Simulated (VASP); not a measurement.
Wanted: the native input for a VASP 6.6.1 run.

- Task: relaxation of cell and atoms
- Functional: PBEsol
- Potentials or basis: VASP PAW PBE potentials, release 64 (Ru_pv)
- Cutoff: 600 eV
- k mesh: 10 × 10 × 10
- Occupations: gaussian, width 0.1 eV
- Spin: no spin polarisation
- Dipole correction: no
- Further INCAR settings: ALGO = Fast; EDIFF = 1e-06; IBRION = 2; EDIFFG = -0.05; NSW = 100; ISIF = 3

The structure of Ru lies in POSCAR:

```
Ru
1.0
   -1.4615672100      1.4615672100      1.4615672100
    1.4615672100     -1.4615672100      1.4615672100
    1.4615672100      1.4615672100     -1.4615672100
Ru
1
Direct
    0.0000000000      0.0000000000      0.0000000000
```

The input as run:

INCAR

```
SYSTEM = Ru
PREC     = Accurate       ! precision mode
ENCUT    = 600            ! plane-wave cutoff, eV
EDIFF    = 1E-6           ! SCF threshold, eV
ISMEAR   = 0              ! smearing method
SIGMA    = 0.1            ! smearing width, eV
LREAL    = .False.        ! projectors in reciprocal space
LASPH    = .True.         ! aspherical terms in the spheres
NELM     = 100            ! most SCF steps
ALGO     = Fast           ! electronic algorithm
ISIF     = 3              ! what is computed and relaxed
LWAVE    = .False.        ! write WAVECAR
LCHARG   = .False.        ! write CHGCAR
GGA      = PS             ! functional
IBRION   = 2              ! ionic algorithm
NSW      = 100            ! ionic steps
EDIFFG   = -0.05          ! ionic threshold
```

KPOINTS

```
Automatic mesh
0
Gamma
  10 10 10
  0 0 0
```

Potentials or basis: VASP PAW PBE potentials, release 64 (Ru_pv).

Run with:

```bash
$ cat potpaw_PBE.64/Ru_pv/POTCAR > POTCAR
$ mpirun -np 1 vasp_std > vasp.out
```

It gave:

```json
{
  "Relaxed volume": "13.76 Å³/atom",
  "Relaxed cell": "a = 2.615 Å, b = 2.615 Å, c = 2.615 Å, α = 109.47°, β = 109.47°, γ = 109.47°",
  "Space group after relaxing (to 0.05 Å)": "Im-3m (No. 229)",
  "Energy gained by relaxing": "135.0 meV/atom",
  "Ionic steps": "4",
  "Pressure after relaxing": "-0.5 GPa",
  "Band gap on the k mesh": "zero (band 7 reaches 14.49 eV, above the bottom of band 8 at 11.13 eV)"
}
```

Caveat: the PAW data sets were made with another functional, which shifts forces and pressure a little.

Run time: 54 s on 1 thread of AMD EPYC 7R13, on a shared host, peak memory 0.1 GiB.
